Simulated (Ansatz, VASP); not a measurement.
## PbO2: VASP beside Ansatz

Contents of INCAR:

```
SYSTEM = PbO2
ALGO     = Normal         ! electronic algorithm
EDIFF    = 1E-6           ! SCF threshold, eV
ENCUT    = 520            ! plane-wave cutoff, eV
GGA      = PE             ! functional
ISIF     = 2              ! what is computed and relaxed
ISMEAR   = 0              ! smearing method
LASPH    = .True.         ! aspherical terms in the spheres
LCHARG   = .False.        ! write CHGCAR
LREAL    = .False.        ! projectors in reciprocal space
LWAVE    = .False.        ! write WAVECAR
NBANDS   = 20             ! bands
NELM     = 100            ! most SCF steps
PREC     = Accurate       ! precision mode
SIGMA    = 0.1            ! smearing width, eV
```

The input KPOINTS:

```
k-points
0
Gamma
  14 14 14
  0 0 0
```

The input POSCAR:

```
PbO2
1.0
    0.0000000000      2.7306852430      2.7306852430
    2.7306852430      0.0000000000      2.7306852430
    2.7306852430      2.7306852430      0.0000000000
Pb O
1 2
Direct
    0.0000000000      0.0000000000      0.0000000000
    0.2500000000      0.2500000000      0.2500000000
    0.7500000000      0.7500000000      0.7500000000
```

Input for Ansatz:

```yaml
crystal:
  lattice:
    - [0.0, 2.730685243, 2.730685243]
    - [2.730685243, 0.0, 2.730685243]
    - [2.730685243, 2.730685243, 0.0]
  atoms:
    - { symbol: Pb, position: [0.0, 0.0, 0.0] }
    - { symbol: O, position: [0.25, 0.25, 0.25] }
    - { symbol: O, position: [0.75, 0.75, 0.75] }
basis:
  ecutwfc: 420
kpoints:
  mp_grid: { grid: [14, 14, 14] }
hamiltonian:
  xc: pbe
scf:
  occupations: { method: gaussian, width: 0.1 }
output:
  forces: true
  stress: true
  eigenvalues: true
```

Alike in both runs: task single point; functional PBE; k mesh 14 × 14 × 14; occupations gaussian, width 0.1 eV; no spin polarisation.

|  | VASP | Ansatz |
| --- | --- | --- |
| version | VASP 6.6.1 | Ansatz 0.2.0 |
| potentials or method | VASP PAW PBE potentials, release 64 (Pb_d, O), cutoff 520 eV | scalar-relativistic, plane waves, PAW |
| valence electrons in the cell | 26 | 26 |

VASP gave:

* gap on the k mesh at the Fermi level (eV): none
* pressure (GPa): -3.4

Which values does Ansatz return?

gap on the k mesh at the Fermi level (eV): none; pressure (GPa): -3.6.

A gap of «none» marks a metal or a gap that the smearing closes. The functional is the same, so the differences come from potentials, cutoffs and numerics.

Spin-orbit coupling is off throughout.
